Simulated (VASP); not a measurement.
# Li15Se8 (a cell with a defect) in VASP: single point with PBEsol

Aim: the single point of Li15Se8 (a cell with a defect) with PBEsol.

Everything below comes from runs of VASP 6.6.1. Logs are shortened: lines on timing, memory, paths and dates and some standing lists are left out, and cuts for length are marked.

## (1) The cell of the first run

The cell holds a defect, 23 atoms: a = 8.407 Å, b = 8.407 Å, c = 8.407 Å, α = 60.00°, β = 60.00°, γ = 60.00°.

## (2) Single point, PBEsol (atoms taken out, then relaxed in part)

File INCAR:

```
ALGO     = Normal         # electronic algorithm
EDIFF    = 1E-6           # SCF threshold, eV
ENCUT    = 650            # plane-wave cutoff, eV
GGA      = PS             # functional
GGA_COMPAT= False        
ISIF     = 2              # what is computed and relaxed
ISMEAR   = 0              # smearing method
LASPH    = True           # aspherical terms in the spheres
LCHARG   = False          # write CHGCAR
LREAL    = False          # projectors in reciprocal space
LWAVE    = False          # write WAVECAR
NBANDS   = 64             # bands
NELM     = 120            # most SCF steps
PREC     = Accurate       # precision mode
SIGMA    = 0.05           # smearing width, eV
```

File KPOINTS:

```
k-points
0
Gamma
  4 4 4
```

File POSCAR:

```
Li15Se8
1.0
    5.9447526219      0.0000000000      5.9447526219
    5.9447526219      5.9447526219      0.0000000000
    0.0000000000      5.9447526219      5.9447526219
Li Se
15 8
Direct
    0.1269600015      0.6230399985      0.1269600015
    0.6276604543      0.1182639964      0.1249868839
    0.6276604543      0.6290886653      0.1249868839
    0.1249868839      0.1182639964      0.6276604543
    0.1249868839      0.6290886653      0.6276604543
    0.6147234559      0.1352765441      0.6147234559
    0.6153601743      0.6346398257      0.6153601743
    0.3730399985      0.3769600015      0.3730399985
    0.2500000000      1.0000000000      0.2500000000
    0.8723395457      0.3709113347      0.3750131161
    0.8723395457      0.8817360036      0.3750131161
    0.3750131161      0.3709113347      0.8723395457
    0.3750131161      0.8817360036      0.8723395457
    0.8846398257      0.3653601743      0.8846398257
    0.8852765441      0.8647234559      0.8852765441
   -0.0277216431      0.0000000000      0.5277216431
   -0.0034390089      0.5000000000      0.5034390089
    0.4950951109      0.0053065776      0.4950951109
    0.4950951109      0.5045032006      0.4950951109
    0.0049048891     -0.0053065776      0.0049048891
    0.0049048891      0.4954967994      0.0049048891
    0.5277216431      0.0000000000     -0.0277216431
    0.5034390089      0.5000000000     -0.0034390089
```

Potentials or basis: VASP PAW PBE potentials, release 64 (Li_sv, Se).

Run with:

```
cat potpaw_PBE.64/Li_sv/POTCAR potpaw_PBE.64/Se/POTCAR > POTCAR
mpirun -np 1 vasp_std > vasp.out
```

OUTCAR:

```text
EDIFF = 1E-6
   ENCUT = 650
   GGA = PS
   ISIF = 2
   ISMEAR = 0
   LASPH = True
   LREAL = False
   NELM = 120
   PREC = Accurate

 ion  position               nearest neighbor table
   1  0.127  0.623  0.127-  20 2.55  21 2.55  17 2.58  23 2.58
   2  0.628  0.118  0.125-  18 2.54  22 2.56  20 2.59  23 2.62
   3  0.628  0.629  0.125-  19 2.54  22 2.56  21 2.59  23 2.62
   4  0.125  0.118  0.628-  18 2.54  16 2.56  20 2.59  17 2.62
   5  0.125  0.629  0.628-  19 2.54  16 2.56  21 2.59  17 2.62
   6  0.615  0.135  0.615-  16 2.47  22 2.47  18 2.54  19 2.54
   7  0.615  0.635  0.615-  19 2.54  18 2.54  17 2.62  23 2.62
   8  0.373  0.377  0.373-  18 2.55  19 2.55  17 2.58  23 2.58
   9  0.250  0.000  0.250-  16 2.33  22 2.33
  10  0.872  0.371  0.375-  21 2.54  16 2.56  19 2.59  17 2.62
  11  0.872  0.882  0.375-  20 2.54  16 2.56  18 2.59  17 2.62
  12  0.375  0.371  0.872-  21 2.54  22 2.56  19 2.59  23 2.62
  13  0.375  0.882  0.872-  20 2.54  22 2.56  18 2.59  23 2.62
  14  0.885  0.365  0.885-  21 2.54  20 2.54  17 2.62  23 2.62
  15  0.885  0.865  0.885-  16 2.47  22 2.47  20 2.54  21 2.54
  16  0.972  0.000  0.528-   9 2.33   6 2.47  15 2.47  11 2.56   4 2.56   5 2.56  10 2.56
  17  0.997  0.500  0.503-   1 2.58   8 2.58   7 2.62  14 2.62  10 2.62   5 2.62  11 2.62   4 2.62

  18  0.495  0.005  0.495-   6 2.54   4 2.54   2 2.54   7 2.54   8 2.55  11 2.59  13 2.59
  19  0.495  0.505  0.495-   6 2.54   5 2.54   3 2.54   7 2.54   8 2.55  10 2.59  12 2.59
  20  0.005  0.995  0.005-  15 2.54  13 2.54  11 2.54  14 2.54   1 2.55   2 2.59   4 2.59
  21  0.005  0.495  0.005-  15 2.54  12 2.54  10 2.54  14 2.54   1 2.55   3 2.59   5 2.59
  22  0.528  0.000  0.972-   9 2.33   6 2.47  15 2.47  13 2.56   2 2.56   3 2.56  12 2.56
  23  0.503  0.500  0.997-   1 2.58   8 2.58   7 2.62  14 2.62  12 2.62   3 2.62  13 2.62   2 2.62

  LATTYP: Found a face centered cubic cell.
 ALAT       =    11.8895052438

  Lattice vectors:

 A1 = (   5.9447526219,   0.0000000000,   5.9447526219)
 A2 = (   5.9447526219,   5.9447526219,   0.0000000000)
 A3 = (   0.0000000000,   5.9447526219,   5.9447526219)

Analysis of symmetry for initial positions (statically):
=====================================================================
 Subroutine PRICEL returns:
 Original cell was already a primitive cell.

 Routine SETGRP: Setting up the symmetry group for a
 face centered cubic supercell.

 Subroutine GETGRP returns: Found  8 space group operations
 (whereof  2 operations were pure point group operations)
 out of a pool of 48 trial point group operations.

[... 157 lines left out ...]
   ISIF   =      2    stress and relaxation
   ISYM   =      2    0-nonsym 1-usesym 2-fastsym
   POTIM  = 0.5000    time-step for ionic-motion
   TEBEG  =    0.0;   TEEND  =   0.0 temperature during run
   PSTRESS=    0.0 pullay stress
   NELECT =      93.0000    total number of electrons
   NUPDOWN=      -1.0000    fix difference up-down
   EMIN   =  10.00;   EMAX   =-10.00  energy-range for DOS
   EFERMI =   0.00;   METHOD = LEGACY
   ISMEAR =     0;   SIGMA  =   0.05  broadening in eV -4-tet -1-fermi 0-gaus
   EFERMI_NEDOS =   21; number of points for ismear=-14 and -15
   IALGO  =     38    algorithm
   IMIX   =      4    mixing-type and parameters
     AMIX     =   0.40;   BMIX     =  1.00
     AMIX_MAG =   1.60;   BMIX_MAG =  1.00
  volume/ion in A,a.u.               =      18.27       123.28
  Fermi-wavevector in a.u.,A,eV,Ry     =   0.990282  1.871361 13.342656  0.980658
  Thomas-Fermi vector in A             =   2.121941
   LORBIT       =      0    0 simple, 1 ext, 2 COOP (PROOUT), +10 PAW based schemes
   GGA     = PS    functional components
   LHFCALC =     F    Hartree Fock is set to
   AEXX    =    0.0000 exact exchange contribution
   IVDW    =     0    specifies the selected vdW correction
   LEPSILON=     F    determine dielectric tensor
   LRPA    =     F    only Hartree local field effects (RPA)
 non-spin polarized calculation
 Gauss-broadening in eV      SIGMA  =   0.05
  energy-cutoff  :      650.00
  volume of cell :      420.18
 maximum number of plane-waves:     15865
 NGX is ok and might be reduce to    70
   NGX = 35   NGY = 35   NGZ = 35

 number of electron      93.0000001 magnetization

 Free energy of the ion-electron system (eV)
  ---------------------------------------------------
  ext. energy  EPLUGINS =         0.00000000
  ---------------------------------------------------
  free energy    TOTEN  =       -87.03628553 eV

  energy without entropy =      -87.02764140  energy(sigma->0) =      -87.03196346

 E-fermi :   0.7608     XC(G=0):  -8.3862

 val. band max:        0.7543091188   @ k =   0.0000   0.2500   0.0000
 cond. band min:       0.8170637311   @ k =   0.5000   0.0000   0.0000
 fundamental gap:      0.0627546123
 Fermi energy:         0.7608023055

 k-point     1 :       0.0000    0.0000    0.0000
  band No.  band energies     occupation
      1     -43.3752      2.00000
      2     -43.0933      2.00000
      3     -43.0902      2.00000
      4     -43.0861      2.00000
      5     -43.0861      2.00000
      6     -43.0852      2.00000
[... 1087 lines left out ...]
     57       6.9667      0.00000
     58       7.1161      0.00000
 [bands above 58 left out]

------------------------ aborting loop because EDIFF is reached ----------------------------------------

  FORCE on cell =-STRESS in cart. coord.  units (eV):
  Direction    XX          YY          ZZ          XY          YZ          ZX
  --------------------------------------------------------------------------------------
  -------------------------------------------------------------------------------------
  Total        1.1028317      1.1028317     -1.2190236     -1.9369660     -0.0000000      0.0000000
  in kB        4.2052176      4.2052176     -4.6482699     -7.3858626     -0.0000000      0.0000000
  external PRESSURE =       1.2540551 kB  Pullay stress =       0.0000000 kB

 VOLUME and BASIS-vectors are now :
 -----------------------------------------------------------------------------
  energy-cutoff  :      650.00
  volume of cell :      420.18
      direct lattice vectors                 reciprocal lattice vectors
     5.944752622  0.000000000  5.944752622     0.084107789 -0.084107789  0.084107789
     5.944752622  5.944752622  0.000000000     0.084107789  0.084107789 -0.084107789
     0.000000000  5.944752622  5.944752622    -0.084107789  0.084107789  0.084107789

 POSITION                                       TOTAL-FORCE (eV/Angst)
 -----------------------------------------------------------------------------------
      4.45856      4.45856      1.50949        -0.000000     -0.000000      0.015115
      4.43434      1.44607      4.47430         0.009377     -0.005770      0.001391
      7.47106      4.48279      4.47430         0.005770     -0.009377      0.001391
      1.44607      4.43434      4.47430        -0.005770      0.009377      0.001391
      4.48279      7.47106      4.47430        -0.009377      0.005770      0.001391
      4.45856      4.45856      7.30876        -0.000000     -0.000000     -0.007667
[... 15 lines left out ...]
      3.13717      5.77995      8.91713        -0.014088      0.014088      0.000000
      5.96520      8.89668      8.91713         0.014762     -0.014762      0.000000
 -----------------------------------------------------------------------------------
    total drift:                                0.000000      0.000000      0.000000

  FREE ENERGIE OF THE ION-ELECTRON SYSTEM (eV)
  ---------------------------------------------------
  free  energy   TOTEN  =       -87.0362855315 eV

  energy  without entropy=      -87.0276413952  energy(sigma->0) =      -87.03196346
```

OSZICAR:

```text
N       E                     dE             d eps       ncg     rms          rms(c)
DAV:   1     0.777513944756E+03    0.77751E+03   -0.41715E+04  2304   0.166E+03
DAV:   2     0.400213641299E+02   -0.73749E+03   -0.68778E+03  2608   0.409E+02
DAV:   3    -0.681131326172E+02   -0.10813E+03   -0.10711E+03  3288   0.118E+02
DAV:   4    -0.856536271154E+02   -0.17540E+02   -0.17414E+02  4160   0.495E+01
DAV:   5    -0.885810126587E+02   -0.29274E+01   -0.29261E+01  3584   0.136E+01    0.756E+00
DAV:   6    -0.871957912524E+02    0.13852E+01   -0.26111E+00  2904   0.519E+00    0.465E+00
DAV:   7    -0.870020044539E+02    0.19379E+00   -0.15407E+00  3648   0.284E+00    0.179E+00
DAV:   8    -0.870309923214E+02   -0.28988E-01   -0.27709E-01  3192   0.151E+00    0.451E-01
DAV:   9    -0.870338353859E+02   -0.28431E-02   -0.30595E-02  3344   0.458E-01    0.267E-01
DAV:  10    -0.870359829431E+02   -0.21476E-02   -0.56663E-03  3224   0.243E-01    0.655E-02
DAV:  11    -0.870362763293E+02   -0.29339E-03   -0.84224E-04  3720   0.922E-02    0.474E-02
DAV:  12    -0.870362728534E+02    0.34759E-05   -0.96030E-05  3352   0.299E-02    0.270E-02
DAV:  13    -0.870362819375E+02   -0.90840E-05   -0.28622E-05  3352   0.151E-02    0.782E-03
DAV:  14    -0.870362853965E+02   -0.34590E-05   -0.69609E-06  3264   0.738E-03    0.373E-03
DAV:  15    -0.870362855315E+02   -0.13500E-06   -0.65005E-07  2008   0.344E-03
   1 F= -.87036286E+02 E0= -.87031963E+02  d E =-.864414E-02
```

Wall time 41 min (1 thread of Oxide Virtual Turin-like, shared host); peak memory 0.9 GiB.

What came out:

* Free energy: -87.0363 eV
* Pressure: 0.1 GPa
* Largest force: 0.021 eV/Å
* Band gap on the k mesh: zero (an odd number of electrons rules out a gap without spin polarisation)

Forces on the atoms (eV/Å):
```
Li   0.000  0.000  0.015
Li   0.009 -0.006  0.001
Li   0.006 -0.009  0.001
Li  -0.006  0.009  0.001
Li  -0.009  0.006  0.001
Li   0.000  0.000 -0.008
Li   0.000  0.000  0.004
Li   0.000  0.000 -0.015
Li   0.000  0.000  0.000
Li  -0.006  0.009 -0.001
Li  -0.009  0.006 -0.001
Li   0.009 -0.006 -0.001
Li   0.006 -0.009 -0.001
Li   0.000  0.000 -0.004
Li   0.000  0.000  0.008
Se   0.014 -0.014  0.000
Se  -0.015  0.015  0.000
Se  -0.012 -0.012 -0.004
Se   0.012  0.012 -0.004
Se   0.012  0.012  0.004
Se  -0.012 -0.012  0.004
Se  -0.014  0.014  0.000
Se   0.015 -0.015  0.000
```

Stress tensor (GPa, compression positive):
```
 0.42 -0.74  0.00
-0.74  0.42  0.00
 0.00  0.00 -0.46
```

Caveat: the cell differs from its parent crystal (atoms taken out, then relaxed in part); the PAW data sets were made with another functional, which shifts forces and pressure a little.

The gap in the log of VASP goes by the Fermi energy; the results here count the filled bands.